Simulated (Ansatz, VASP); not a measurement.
## One calculation of Y, two programs

INCAR

```
PREC = Accurate
ENCUT = 520
EDIFF = 1E-7
ISMEAR = -1
SIGMA = 0.08
LREAL = False
LASPH = True
NELM = 60
ALGO = Normal
ISIF = 2
LWAVE = False
LCHARG = True
GGA = PE
LELF = True
LVHAR = True
NBANDS = 12
```

KPOINTS

```
regular mesh
0
Gamma
  14 14 14
```

POSCAR

```
Y
1.0
    0.0000000000      2.4278486344      2.4278486344
    2.4278486344      0.0000000000      2.4278486344
    2.4278486344      2.4278486344      0.0000000000
Y
1
Direct
    0.0000000000      0.0000000000      0.0000000000
```

Input for Ansatz:

```yaml
crystal:
  lattice:
    - [0.0, 2.4278486344, 2.4278486344]
    - [2.4278486344, 0.0, 2.4278486344]
    - [2.4278486344, 2.4278486344, 0.0]
  atoms:
    - { symbol: "Y", position: [0.0, 0.0, 0.0] }
kpoints:
  mp_grid: { grid: [14, 14, 14] }
scf:
  occupations: { method: fermi_dirac, width: 0.08 }
hamiltonian:
  xc: pbe
  pseudopotentials: { kind: paw }
output:
  forces: true
  stress: true
  eigenvalues: true
  populations: true
  write_density: true
  write_potential: true
  elf: true
  volumetric_format: npy
```

Change from the starting cell: volume scaled by 0.88, PAW files.

Alike in both runs: task single point; functional PBE; k mesh 14 × 14 × 14; occupations fermi-dirac, width 0.08 eV; no spin polarisation.

|  | VASP | Ansatz |
| --- | --- | --- |
| version | VASP 6.6.1 | Ansatz 0.2.0 |
| potentials or method | VASP PAW PBE potentials, release 64 (Y_sv) | PAW with Ansatz's default frozen-core files, scalar-relativistic |
| plane-wave cutoff (eV) | 520 | 420 |
| valence electrons in the cell | 11 | 11 |

|  | VASP | Ansatz | Ansatz less VASP |
| --- | --- | --- | --- |
| pressure (GPa) | 5.9 | 6.1 | +0.18 |
